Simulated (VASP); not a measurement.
# AlN (P4/nmm) in VASP: single point with PBE

Aim: the single point of AlN with PBE.

Program: VASP 6.6.1. These are calculated values, not measurements. Logs are shortened: lines on timing, memory, paths and dates and some standing lists are left out, and cuts for length are marked.

## Step 1: The cell of the first run

Symmetry: P4/nmm, No. 129, tetragonal system. Conventional cell: a = 3.628 Å, b = 3.628 Å, c = 3.881 Å, α = 90.00°, β = 90.00°, γ = 90.00°. Al (site symmetry -4m2) has 4 N at 1.90 Å within 2.5 Å. Within 2.5 Å of N (site symmetry 4mm) lie 4 Al at 1.90 Å.

## Step 2: Single point, PBE

Input file INCAR:

```
ALGO = Normal
EDIFF = 1E-6
ENCUT = 600
GGA = PE
GGA_COMPAT = F
ISIF = 2
ISMEAR = 0
LASPH = T
LCHARG = F
LREAL = F
LWAVE = F
NBANDS = 16
NELM = 120
PREC = Accurate
SIGMA = 0.15
```

Input file KPOINTS:

```
k-points
0
Gamma
  4 4 3
```

Input file POSCAR:

```
AlN
1.0
    3.6281592973      0.0000000000      0.0000000000
    0.0000000000      3.6281592973      0.0000000000
    0.0000000000      0.0000000000      3.8809252960
Al N
2 2
Direct
    0.5000000000      0.0000000000      0.8026247559
    0.0000000000      0.5000000000      0.8026247559
    0.5000000000      0.5000000000      0.6538224474
    0.0000000000      0.0000000000     -0.0485692691
```

Potentials or basis: VASP PAW PBE potentials, release 64 (Al, N).

The run is started by

```console
$ cat potpaw_PBE.64/Al/POTCAR potpaw_PBE.64/N/POTCAR > POTCAR
$ mpirun -np 1 vasp_std > vasp.out
```

OUTCAR:

```text
EDIFF = 1E-6
   ENCUT = 600
   GGA = PE
   ISIF = 2
   ISMEAR = 0
   LASPH = T
   LREAL = F
   NELM = 120
   PREC = Accurate

 ion  position               nearest neighbor table
   1  0.500  0.000  0.803-   3 1.90   3 1.90   4 1.90   4 1.90   2 2.57   2 2.57   2 2.57   2 2.57

   2  0.000  0.500  0.803-   3 1.90   3 1.90   4 1.90   4 1.90   1 2.57   1 2.57   1 2.57   1 2.57

   3  0.500  0.500  0.654-   1 1.90   2 1.90   1 1.90   2 1.90
   4  0.000  0.000  0.951-   1 1.90   2 1.90   2 1.90   1 1.90

  LATTYP: Found a simple tetragonal cell.
 ALAT       =     3.6281592973
 C/A-ratio  =     1.0696678337

  Lattice vectors:

 A1 = (   3.6281592973,   0.0000000000,   0.0000000000)
 A2 = (   0.0000000000,   3.6281592973,   0.0000000000)
 A3 = (   0.0000000000,   0.0000000000,   3.8809252960)

Analysis of symmetry for initial positions (statically):
=====================================================================
 Subroutine PRICEL returns:
 Original cell was already a primitive cell.

 Routine SETGRP: Setting up the symmetry group for a
 simple tetragonal supercell.

 Subroutine GETGRP returns: Found 16 space group operations
 (whereof  8 operations were pure point group operations)
 out of a pool of 16 trial point group operations.

The static configuration has the point symmetry C_4v.
 The point group associated with its full space group is D_4h.

Analysis of symmetry for dynamics (positions and initial velocities):
=====================================================================
 Subroutine PRICEL returns:
 Original cell was already a primitive cell.

 Routine SETGRP: Setting up the symmetry group for a
 simple tetragonal supercell.

 Subroutine GETGRP returns: Found 16 space group operations
 (whereof  8 operations were pure point group operations)
 out of a pool of 16 trial point group operations.

The dynamic configuration has the point symmetry C_4v.
 The point group associated with its full space group is D_4h.

 Subroutine INISYM returns: Found 16 space group operations
 (whereof  8 operations are pure point group operations),
 and found     1 'primitive' translations

----------------------------------------------------------------------------------------

                                     Primitive cell

  volume of cell :      51.0867

  direct lattice vectors                    reciprocal lattice vectors
     3.628159297  0.000000000  0.000000000     0.275621856  0.000000000  0.000000000
     0.000000000  3.628159297  0.000000000     0.000000000  0.275621856  0.000000000
     0.000000000  0.000000000  3.880925296     0.000000000  0.000000000  0.257670510

  length of vectors
     3.628159297  3.628159297  3.880925296     0.275621856  0.275621856  0.257670510

  position of ions in fractional coordinates (direct lattice)
     0.500000000  0.000000000  0.802624756
     0.000000000  0.500000000  0.802624756
     0.500000000  0.500000000  0.653822447
     0.000000000  0.000000000  0.951430731

  ion indices of the primitive-cell ions
   primitive index   ion index
                 1           1
                 2           2
                 3           3
                 4           4

----------------------------------------------------------------------------------------

 KPOINTS: k-points

Automatic generation of k-mesh.
 Grid dimensions read from file:
 generate k-points for:    4    4    3

 Generating k-lattice:

  Cartesian coordinates                     Fractional coordinates (reciprocal lattice)
     0.068905464  0.000000000  0.000000000     0.250000000  0.000000000  0.000000000
     0.000000000  0.068905464  0.000000000     0.000000000  0.250000000  0.000000000
     0.000000000  0.000000000  0.085890170     0.000000000  0.000000000  0.333333333

  Length of vectors
     0.068905464  0.068905464  0.085890170

  Shift w.r.t. Gamma in fractional coordinates (k-lattice)
     0.000000000  0.000000000  0.000000000

 Subroutine IBZKPT returns following result:
 ===========================================

 Found     12 irreducible k-points:

 Following reciprocal coordinates:
            Coordinates               Weight
  0.000000  0.000000  0.000000      1.000000
  0.250000  0.000000  0.000000      4.000000
  0.500000  0.000000  0.000000      2.000000
  0.250000  0.250000  0.000000      4.000000
  0.500000  0.250000  0.000000      4.000000
  0.500000  0.500000  0.000000      1.000000
  0.000000  0.000000  0.333333      2.000000
  0.250000  0.000000  0.333333      8.000000
  0.500000  0.000000  0.333333      4.000000
  0.250000  0.250000  0.333333      8.000000
  0.500000  0.250000  0.333333      8.000000
  0.500000  0.500000  0.333333      2.000000
   k-points           NKPTS =     12   k-points in BZ     NKDIM =     12   number of bands    NBANDS=     16
   number of dos      NEDOS =    301   number of ions     NIONS =      4
   total plane-waves  NPLWV =  28800
   dimension x,y,z NGX =    30 NGY =   30 NGZ =   32
   dimension x,y,z NGXF=    60 NGYF=   60 NGZF=   64
   ions per type =               2   2
   NGX,Y,Z   is equivalent  to a cutoff of  13.75, 13.75, 13.71 a.u.
   NGXF,Y,Z  is equivalent  to a cutoff of  27.49, 27.49, 27.42 a.u.
 SYSTEM =  unknown system
   PREC   = accura    normal or accurate (medium, high low for compatibility)
   ISTART =      0    job   : 0-new  1-cont  2-samecut
   ICHARG =      2    charge: 1-file 2-atom 10-const
   ISPIN  =      1    spin polarized calculation?
   LNONCOLLINEAR =      F non collinear calculations
   LSORBIT =      F    spin-orbit coupling
   LASPH  =      T    aspherical Exc in radial PAW
   ENCUT  =  600.0 eV  44.10 Ry    6.64 a.u.   7.25  7.25  7.75*2*pi/ulx,y,z
   NELM   =    120;   NELMIN=  2; NELMDL= -5     # of ELM steps
   EDIFF  = 0.1E-05   stopping-criterion for ELM
   LREAL  =      F    real-space projection
   EDIFFG = 0.1E-04   stopping-criterion for IOM
   NSW    =      0    number of steps for IOM
   IBRION =     -1    ionic relax: 0-MD 1-quasi-New 2-CG
   NFREE  =      0    steps in history (QN), initial steepest desc. (CG)
   ISIF   =      2    stress and relaxation
   ISYM   =      2    0-nonsym 1-usesym 2-fastsym
   POTIM  = 0.5000    time-step for ionic-motion
   TEBEG  =    0.0;   TEEND  =   0.0 temperature during run
   PSTRESS=    0.0 pullay stress
   NELECT =      16.0000    total number of electrons
   NUPDOWN=      -1.0000    fix difference up-down
   EMIN   =  10.00;   EMAX   =-10.00  energy-range for DOS
   EFERMI =   0.00;   METHOD = LEGACY
   ISMEAR =     0;   SIGMA  =   0.15  broadening in eV -4-tet -1-fermi 0-gaus
   EFERMI_NEDOS =   21; number of points for ismear=-14 and -15
   IALGO  =     38    algorithm
   IMIX   =      4    mixing-type and parameters
     AMIX     =   0.40;   BMIX     =  1.00
     AMIX_MAG =   1.60;   BMIX_MAG =  1.00
  volume/ion in A,a.u.               =      12.77        86.19
  Fermi-wavevector in a.u.,A,eV,Ry     =   1.111763  2.100927 16.817028  1.236017
  Thomas-Fermi vector in A             =   2.248330
   LORBIT       =      0    0 simple, 1 ext, 2 COOP (PROOUT), +10 PAW based schemes
   GGA     = PE    functional components
   LHFCALC =     F    Hartree Fock is set to
   AEXX    =    0.0000 exact exchange contribution
   IVDW    =     0    specifies the selected vdW correction
   LEPSILON=     F    determine dielectric tensor
   LRPA    =     F    only Hartree local field effects (RPA)
 non-spin polarized calculation
 Gauss-broadening in eV      SIGMA  =   0.15
  energy-cutoff  :      600.00
  volume of cell :       51.09
 maximum number of plane-waves:      1732
 NGX is ok and might be reduce to    30
   NGX = 15   NGY = 15   NGZ = 15

 number of electron      15.9999996 magnetization

 Free energy of the ion-electron system (eV)
  ---------------------------------------------------
  ext. energy  EPLUGINS =         0.00000000
  ---------------------------------------------------
  free energy    TOTEN  =       -27.53054376 eV

  energy without entropy =      -27.53054376  energy(sigma->0) =      -27.53054376

 E-fermi :   4.8734     XC(G=0):  -9.7259

 val. band max:        4.1164310117   @ k =   0.2500   0.0000   0.3333
 cond. band min:       7.0450186680   @ k =   0.0000   0.0000   0.0000
 fundamental gap:      2.9285876563
 Fermi energy:         4.8734261342

 k-point     1 :       0.0000    0.0000    0.0000
  band No.  band energies     occupation
      1     -11.1300      2.00000
      2      -7.8745      2.00000
      3      -0.3256      2.00000
      4      -0.3256      2.00000
      5       2.6396      2.00000
      6       3.0120      2.00000
[... 8 lines left out ...]
     15      16.6475      0.00000
     16      17.0628      0.00000

 k-point     2 :       0.2500    0.0000    0.0000
  band No.  band energies     occupation
      1     -10.6846      2.00000
      2      -8.3415      2.00000
      3      -0.5831      2.00000
      4       0.1021      2.00000
      5       1.8339      2.00000
      6       2.7177      2.00000
[... 8 lines left out ...]
     15      16.3010      0.00000
     16      17.3097      0.00000

 k-point     3 :       0.5000    0.0000    0.0000
  band No.  band energies     occupation
      1      -9.5398      2.00000
      2      -9.5397      2.00000
      3       0.0358      2.00000
      4       0.0359      2.00000
      5       1.2735      2.00000
      6       1.2736      2.00000
[... 8 lines left out ...]
     15      16.9819      0.00000
     16      16.9819      0.00000

 k-point     4 :       0.2500    0.2500    0.0000
  band No.  band energies     occupation
      1     -10.2823      2.00000
      2      -8.5371      2.00000
      3      -1.4795      2.00000
      4       0.2100      2.00000
      5       0.8909      2.00000
      6       3.2888      2.00000
[... 8 lines left out ...]
     15      16.6786      0.00000
     16      17.1738      0.00000

 k-point     5 :       0.5000    0.2500    0.0000
  band No.  band energies     occupation
      1      -9.3210      2.00000
      2      -9.3209      2.00000
      3      -1.3917      2.00000
      4      -1.3917      2.00000
      5       2.1618      2.00000
      6       2.1619      2.00000
[... 8 lines left out ...]
     15      17.5086      0.00000
     16      17.5086      0.00000

 k-point     6 :       0.5000    0.5000    0.0000
  band No.  band energies     occupation
      1      -9.0719      2.00000
      2      -9.0718      2.00000
      3      -2.3452      2.00000
      4      -2.3452      2.00000
      5       3.1420      2.00000
      6       3.1420      2.00000
[... 8 lines left out ...]
     15      17.8033      0.00000
     16      17.8033      0.00000

 k-point     7 :       0.0000    0.0000    0.3333
  band No.  band energies     occupation
      1     -10.9557      2.00000
      2      -7.9906      2.00000
      3      -0.1776      2.00000
      4      -0.1776      2.00000
      5       0.8395      2.00000
      6       3.2742      2.00000
[... 8 lines left out ...]
     15      14.5979      0.00000
     16      17.3190      0.00000

 k-point     8 :       0.2500    0.0000    0.3333
  band No.  band energies     occupation
      1     -10.5258      2.00000
      2      -8.3711      2.00000
      3      -0.8342      2.00000
      4       0.2350      2.00000
      5       1.4088      2.00000
      6       1.9811      2.00000
[... 8 lines left out ...]
     15      16.0930      0.00000
     16      16.9293      0.00000

 k-point     9 :       0.5000    0.0000    0.3333
  band No.  band energies     occupation
      1      -9.4417      2.00000
      2      -9.4416      2.00000
      3      -0.3818      2.00000
      4      -0.3817      2.00000
      5       1.3499      2.00000
      6       1.3499      2.00000
[... 8 lines left out ...]
     15      17.3297      0.00000
     16      17.3298      0.00000

 k-point    10 :       0.2500    0.2500    0.3333
  band No.  band energies     occupation
      1     -10.1397      2.00000
      2      -8.5341      2.00000
      3      -1.2419      2.00000
      4       0.0760      2.00000
      5       0.2598      2.00000
      6       2.9313      2.00000
[... 8 lines left out ...]
     15      17.2974      0.00000
     16      18.2532      0.00000

 k-point    11 :       0.5000    0.2500    0.3333
  band No.  band energies     occupation
      1      -9.2354      2.00000
      2      -9.2353      2.00000
      3      -1.2385      2.00000
      4      -1.2385      2.00000
      5       1.4448      2.00000
      6       1.4448      2.00000
[... 8 lines left out ...]
     15      18.4835      0.00000
     16      18.4835      0.00000

 k-point    12 :       0.5000    0.5000    0.3333
  band No.  band energies     occupation
      1      -9.0028      2.00000
      2      -9.0028      2.00000
      3      -2.0639      2.00000
      4      -2.0639      2.00000
      5       2.5544      2.00000
      6       2.5544      2.00000
[... 8 lines left out ...]
     15      18.0925      0.00000
     16      18.0926      0.00000

------------------------ aborting loop because EDIFF is reached ----------------------------------------

  FORCE on cell =-STRESS in cart. coord.  units (eV):
  Direction    XX          YY          ZZ          XY          YZ          ZX
  --------------------------------------------------------------------------------------
  -------------------------------------------------------------------------------------
  Total       -0.0155283     -0.0155283     -0.0522295      0.0000000      0.0000000     -0.0000000
  in kB       -0.4869986     -0.4869986     -1.6380183      0.0000000      0.0000000     -0.0000000
  external PRESSURE =      -0.8706718 kB  Pullay stress =       0.0000000 kB

 VOLUME and BASIS-vectors are now :
 -----------------------------------------------------------------------------
  energy-cutoff  :      600.00
  volume of cell :       51.09
      direct lattice vectors                 reciprocal lattice vectors
     3.628159297  0.000000000  0.000000000     0.275621856  0.000000000  0.000000000
     0.000000000  3.628159297  0.000000000     0.000000000  0.275621856  0.000000000
     0.000000000  0.000000000  3.880925296     0.000000000  0.000000000  0.257670510

 POSITION                                       TOTAL-FORCE (eV/Angst)
 -----------------------------------------------------------------------------------
      1.81408      0.00000      3.11493        -0.000000     -0.000000      0.000000
      0.00000      1.81408      3.11493        -0.000000      0.000000      0.000000
      1.81408      1.81408      2.53744         0.000000      0.000000      0.002191
      0.00000      0.00000      3.69243        -0.000000      0.000000     -0.002191
 -----------------------------------------------------------------------------------
    total drift:                                0.000000      0.000000     -0.011552

  FREE ENERGIE OF THE ION-ELECTRON SYSTEM (eV)
  ---------------------------------------------------
  free  energy   TOTEN  =       -27.5305437623 eV

  energy  without entropy=      -27.5305437623  energy(sigma->0) =      -27.53054376
```

It took 6.7 s on 1 thread of Intel Xeon 6975P-C (Granite Rapids), shared host; peak memory 0.15 GiB.

What came out:

* Free energy: -27.5305 eV
* Pressure: -0.1 GPa
* Band gap on the k mesh: 2.93 eV, indirect (least direct gap 3.62 eV)

Forces on the atoms (eV/Å):
```
Al   0.000  0.000  0.000
Al   0.000  0.000  0.000
N    0.000  0.000  0.002
N    0.000  0.000 -0.002
```

Stress tensor (GPa, compression positive):
```
-0.05  0.00  0.00
 0.00 -0.05  0.00
 0.00  0.00 -0.16
```

Caveat: the k points lie up to 0.54 Å⁻¹ apart. A k mesh can miss the band edges.
